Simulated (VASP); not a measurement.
# SnTe (I4/mmm) in VASP: single point with PBEsol

Aim: the single point of SnTe with PBEsol.

All numbers are computed with VASP 6.6.1; they aren't measurements. Logs are shortened: lines on timing, memory, paths and dates and some standing lists are left out, and cuts for length are marked.

**1. The cell of the first run**

Symmetry: I4/mmm, No. 139, tetragonal system. Conventional cell: a = 4.536 Å, b = 4.536 Å, c = 6.213 Å, α = 90.00°, β = 90.00°, γ = 90.00°. Within 4.1 Å of Sn (site symmetry 4/mmm) lie 6 Te at 3.11 to 3.21 Å. Te (site symmetry 4/mmm) has 6 Sn at 3.11 to 3.21 Å within 4.1 Å.

**2. Single point, PBEsol (in-plane strain +0.02)**

File INCAR:

```
ALGO     = Normal         # electronic algorithm
EDIFF    = 1E-6           # SCF threshold, eV
ENCUT    = 520            # plane-wave cutoff, eV
GGA      = PS             # functional
ISIF     = 2              # what is computed and relaxed
ISMEAR   = 0              # smearing method
LASPH    = T              # aspherical terms in the spheres
LCHARG   = F              # write CHGCAR
LREAL    = F              # projectors in reciprocal space
LWAVE    = F              # write WAVECAR
NBANDS   = 17             # bands
NELM     = 60             # most SCF steps
PREC     = Accurate       # precision mode
SIGMA    = 0.01           # smearing width, eV
```

File KPOINTS:

```
k-points
0
Gamma
  10 10 10
```

File POSCAR:

```
SnTe
1.0
    3.2071201086      3.2071201086      0.0000000000
   -3.2071201086      3.2071201086      0.0000000000
    0.0000000000      3.2071201086      3.1065045758
Sn Te
1 1
Direct
    0.0000000000      0.0000000000      0.0000000000
    0.5000000000      0.5000000000      0.0000000000
```

Potentials or basis: VASP PAW PBE potentials, release 64 (Sn_d, Te).

Run with:

```
$ cat potpaw_PBE.64/Sn_d/POTCAR potpaw_PBE.64/Te/POTCAR > POTCAR
$ mpirun -np 1 vasp_std > vasp.out
```

OUTCAR:

```text
EDIFF = 1E-6
   ENCUT = 520
   GGA = PS
   ISIF = 2
   ISMEAR = 0
   LASPH = T
   LREAL = F
   NELM = 60
   PREC = Accurate

 ion  position               nearest neighbor table
   1  0.000  0.000  0.000-   2 3.11   2 3.11   2 3.21   2 3.21   2 3.21   2 3.21
   2  0.500  0.500  0.000-   1 3.11   1 3.11   1 3.21   1 3.21   1 3.21   1 3.21

  LATTYP: Found a body centered tetragonal cell.
 ALAT       =     4.5355527537
 C/A-ratio  =     1.3698460781

  Lattice vectors:

 A1 = (   3.2071201086,   0.0000000000,  -3.1065045758)
 A2 = (  -3.2071201086,   0.0000000000,  -3.1065045758)
 A3 = (   0.0000000000,   3.2071201086,   3.1065045758)

Analysis of symmetry for initial positions (statically):
=====================================================================
 Subroutine PRICEL returns:
 Original cell was already a primitive cell.

 Routine SETGRP: Setting up the symmetry group for a
 body centered tetragonal supercell.

 Subroutine GETGRP returns: Found 16 space group operations
 (whereof 16 operations were pure point group operations)
 out of a pool of 16 trial point group operations.

The static configuration has the point symmetry D_4h.

Analysis of symmetry for dynamics (positions and initial velocities):
=====================================================================
 Subroutine PRICEL returns:
 Original cell was already a primitive cell.

 Routine SETGRP: Setting up the symmetry group for a
 body centered tetragonal supercell.

 Subroutine GETGRP returns: Found 16 space group operations
 (whereof 16 operations were pure point group operations)
 out of a pool of 16 trial point group operations.

The dynamic configuration has the point symmetry D_4h.

 Subroutine INISYM returns: Found 16 space group operations
 (whereof 16 operations are pure point group operations),
 and found     1 'primitive' translations

----------------------------------------------------------------------------------------

                                     Primitive cell

  volume of cell :      63.9046

  direct lattice vectors                    reciprocal lattice vectors
     3.207120109  3.207120109  0.000000000     0.155903110  0.155903110 -0.160952604
    -3.207120109  3.207120109  0.000000000    -0.155903110  0.155903110 -0.160952604
     0.000000000  3.207120109  3.106504576     0.000000000  0.000000000  0.321905207

  length of vectors
     4.535552754  4.535552754  4.464973692     0.272978571  0.272978571  0.321905207

  position of ions in fractional coordinates (direct lattice)
     0.000000000  0.000000000  0.000000000
     0.500000000  0.500000000  0.000000000

  ion indices of the primitive-cell ions
   primitive index   ion index
                 1           1
                 2           2

----------------------------------------------------------------------------------------

 KPOINTS: k-points

Automatic generation of k-mesh.
 Grid dimensions read from file:
 generate k-points for:   10   10   10

 Generating k-lattice:

  Cartesian coordinates                     Fractional coordinates (reciprocal lattice)
     0.015590311  0.015590311 -0.016095260     0.100000000  0.000000000 -0.000000000
    -0.015590311  0.015590311 -0.016095260     0.000000000  0.100000000 -0.000000000
     0.000000000  0.000000000  0.032190521     0.000000000  0.000000000  0.100000000

  Length of vectors
     0.027297857  0.027297857  0.032190521

  Shift w.r.t. Gamma in fractional coordinates (k-lattice)
     0.000000000  0.000000000  0.000000000

 Subroutine IBZKPT returns following result:
 ===========================================

 Found    102 irreducible k-points:

 Following reciprocal coordinates:
            Coordinates               Weight
  0.000000  0.000000  0.000000      1.000000
  0.100000  0.000000 -0.000000      8.000000
  0.200000  0.000000 -0.000000      8.000000
  0.300000  0.000000  0.000000      8.000000
  0.400000  0.000000 -0.000000      8.000000
  0.500000  0.000000  0.000000      4.000000
[... 16 lines left out ...]
  0.300000  0.300000  0.000000      8.000000
  0.400000  0.300000 -0.000000     16.000000
 [... further k-points ...]
   k-points           NKPTS =    102   k-points in BZ     NKDIM =    102   number of bands    NBANDS=     17
   number of dos      NEDOS =    301   number of ions     NIONS =      2
   total plane-waves  NPLWV =  46656
   dimension x,y,z NGX =    36 NGY =   36 NGZ =   36
   dimension x,y,z NGXF=    72 NGYF=   72 NGZF=   72
   ions per type =               1   1
   NGX,Y,Z   is equivalent  to a cutoff of  13.20, 13.20, 13.40 a.u.
   NGXF,Y,Z  is equivalent  to a cutoff of  26.39, 26.39, 26.81 a.u.
 SYSTEM =  unknown system
   PREC   = accura    normal or accurate (medium, high low for compatibility)
   ISTART =      0    job   : 0-new  1-cont  2-samecut
   ICHARG =      2    charge: 1-file 2-atom 10-const
   ISPIN  =      1    spin polarized calculation?
   LNONCOLLINEAR =      F non collinear calculations
   LSORBIT =      F    spin-orbit coupling
   LASPH  =      T    aspherical Exc in radial PAW
   ENCUT  =  520.0 eV  38.22 Ry    6.18 a.u.   8.43  8.43  8.30*2*pi/ulx,y,z
   NELM   =     60;   NELMIN=  2; NELMDL= -5     # of ELM steps
   EDIFF  = 0.1E-05   stopping-criterion for ELM
   LREAL  =      F    real-space projection
   EDIFFG = 0.1E-04   stopping-criterion for IOM
   NSW    =      0    number of steps for IOM
   IBRION =     -1    ionic relax: 0-MD 1-quasi-New 2-CG
   NFREE  =      0    steps in history (QN), initial steepest desc. (CG)
   ISIF   =      2    stress and relaxation
   ISYM   =      2    0-nonsym 1-usesym 2-fastsym
   POTIM  = 0.5000    time-step for ionic-motion
   TEBEG  =    0.0;   TEEND  =   0.0 temperature during run
   PSTRESS=    0.0 pullay stress
   NELECT =      20.0000    total number of electrons
   NUPDOWN=      -1.0000    fix difference up-down
   EMIN   =  10.00;   EMAX   =-10.00  energy-range for DOS
   EFERMI =   0.00;   METHOD = LEGACY
   ISMEAR =     0;   SIGMA  =   0.01  broadening in eV -4-tet -1-fermi 0-gaus
   EFERMI_NEDOS =   21; number of points for ismear=-14 and -15
   IALGO  =     38    algorithm
   IMIX   =      4    mixing-type and parameters
     AMIX     =   0.40;   BMIX     =  1.00
     AMIX_MAG =   1.60;   BMIX_MAG =  1.00
  volume/ion in A,a.u.               =      31.95       215.62
  Fermi-wavevector in a.u.,A,eV,Ry     =   1.111495  2.100420 16.808912  1.235420
  Thomas-Fermi vector in A             =   2.248058
   LORBIT       =      0    0 simple, 1 ext, 2 COOP (PROOUT), +10 PAW based schemes
   GGA     = PS    functional components
   LHFCALC =     F    Hartree Fock is set to
   AEXX    =    0.0000 exact exchange contribution
   IVDW    =     0    specifies the selected vdW correction
   LEPSILON=     F    determine dielectric tensor
   LRPA    =     F    only Hartree local field effects (RPA)
 non-spin polarized calculation
 Gauss-broadening in eV      SIGMA  =   0.01
  energy-cutoff  :      520.00
  volume of cell :       63.90
 maximum number of plane-waves:      1743
 NGX is ok and might be reduce to    36
   NGX = 17   NGY = 17   NGZ = 17

 number of electron      20.0000003 magnetization

 Free energy of the ion-electron system (eV)
  ---------------------------------------------------
  ext. energy  EPLUGINS =         0.00000000
  ---------------------------------------------------
  free energy    TOTEN  =        -8.31577442 eV

  energy without entropy =       -8.31577442  energy(sigma->0) =       -8.31577442

 E-fermi :   6.5298     XC(G=0):  -9.5578

 val. band max:        6.4750037162   @ k =   0.5000   0.0000   0.0000
 cond. band min:       6.6079260077   @ k =   0.5000   0.0000   0.0000
 fundamental gap:      0.1329222916
 Fermi energy:         6.5298044710

 k-point     1 :       0.0000    0.0000    0.0000
  band No.  band energies     occupation
      1     -15.2386      2.00000
      2     -15.2333      2.00000
      3     -15.2278      2.00000
      4     -15.2241      2.00000
      5     -15.2241      2.00000
      6      -6.1284      2.00000
[... 9 lines left out ...]
     16      11.4470      0.00000
     17      13.1732      0.00000

 k-point     2 :       0.1000    0.0000   -0.0000
  band No.  band energies     occupation
      1     -15.2388      2.00000
      2     -15.2331      2.00000
      3     -15.2282      2.00000
      4     -15.2238      2.00000
      5     -15.2236      2.00000
      6      -6.0463      2.00000
[... 9 lines left out ...]
     16      11.5793      0.00000
     17      13.7776      0.00000

 k-point     3 :       0.2000    0.0000   -0.0000
  band No.  band energies     occupation
      1     -15.2395      2.00000
      2     -15.2327      2.00000
      3     -15.2291      2.00000
      4     -15.2228      2.00000
      5     -15.2221      2.00000
      6      -5.8092      2.00000
[... 9 lines left out ...]
     16      12.1125      0.00000
     17      15.1594      0.00000

 k-point     4 :       0.3000    0.0000    0.0000
  band No.  band energies     occupation
      1     -15.2406      2.00000
      2     -15.2332      2.00000
      3     -15.2294      2.00000
      4     -15.2213      2.00000
      5     -15.2200      2.00000
      6      -5.4536      2.00000
[... 9 lines left out ...]
     16      12.9931      0.00000
     17      16.7581      0.00000
[... 343 lines left out ...]
      1     -15.2419      2.00000
      2     -15.2305      2.00000
      3     -15.2279      2.00000
      4     -15.2253      2.00000
      5     -15.2204      2.00000
      6      -5.7212      2.00000
[... 9 lines left out ...]
     16      13.3039      0.00000
     17      13.7470      0.00000

 k-point    23 :       0.3000    0.3000    0.0000
  band No.  band energies     occupation
      1     -15.2437      2.00000
      2     -15.2321      2.00000
      3     -15.2289      2.00000
      4     -15.2202      2.00000
      5     -15.2177      2.00000
      6      -4.7366      2.00000
[... 9 lines left out ...]
     16      13.7579      0.00000
     17      15.6925      0.00000

 k-point    24 :       0.4000    0.3000   -0.0000
  band No.  band energies     occupation
      1     -15.2459      2.00000
      2     -15.2308      2.00000
      3     -15.2274      2.00000
      4     -15.2225      2.00000
      5     -15.2160      2.00000
      6      -4.6413      2.00000
[... 9 lines left out ...]
     16      14.7565      0.00000
     17      16.7517      0.00000

 [... further k-points ...]

------------------------ aborting loop because EDIFF is reached ----------------------------------------

  FORCE on cell =-STRESS in cart. coord.  units (eV):
  Direction    XX          YY          ZZ          XY          YZ          ZX
  --------------------------------------------------------------------------------------
  -------------------------------------------------------------------------------------
  Total       -0.9833574     -0.9833574      0.6260171      0.0000000      0.0000000      0.0000000
  in kB      -24.6541220    -24.6541220     15.6951089      0.0000000      0.0000000      0.0000000
  external PRESSURE =     -11.2043783 kB  Pullay stress =       0.0000000 kB

 VOLUME and BASIS-vectors are now :
 -----------------------------------------------------------------------------
  energy-cutoff  :      520.00
  volume of cell :       63.90
      direct lattice vectors                 reciprocal lattice vectors
     3.207120109  3.207120109  0.000000000     0.155903110  0.155903110 -0.160952604
    -3.207120109  3.207120109  0.000000000    -0.155903110  0.155903110 -0.160952604
     0.000000000  3.207120109  3.106504576     0.000000000  0.000000000  0.321905207

 POSITION                                       TOTAL-FORCE (eV/Angst)
 -----------------------------------------------------------------------------------
      0.00000      0.00000      0.00000         0.000000      0.000000      0.000000
      0.00000      3.20712      0.00000        -0.000000      0.000000      0.000000
 -----------------------------------------------------------------------------------
    total drift:                                0.000000      0.000000     -0.000000

  FREE ENERGIE OF THE ION-ELECTRON SYSTEM (eV)
  ---------------------------------------------------
  free  energy   TOTEN  =        -8.3157744157 eV

  energy  without entropy=       -8.3157744157  energy(sigma->0) =       -8.31577442
```

It took 1.8 min on 1 thread of Intel Xeon Platinum 8259CL at 2.50GHz (Skylake/Cascade Lake), shared host; peak memory 0.28 GiB.

What came out:

- Free energy: -8.3158 eV
- Pressure: -1.1 GPa
- Band gap on the k mesh: 0.13 eV

Caveat: the cell differs from its parent crystal (in-plane strain +0.02); the PAW data sets were made with another functional, which shifts forces and pressure a little; spin-orbit coupling is left out, which moves the levels of the heavy elements. A k mesh can miss the band edges.
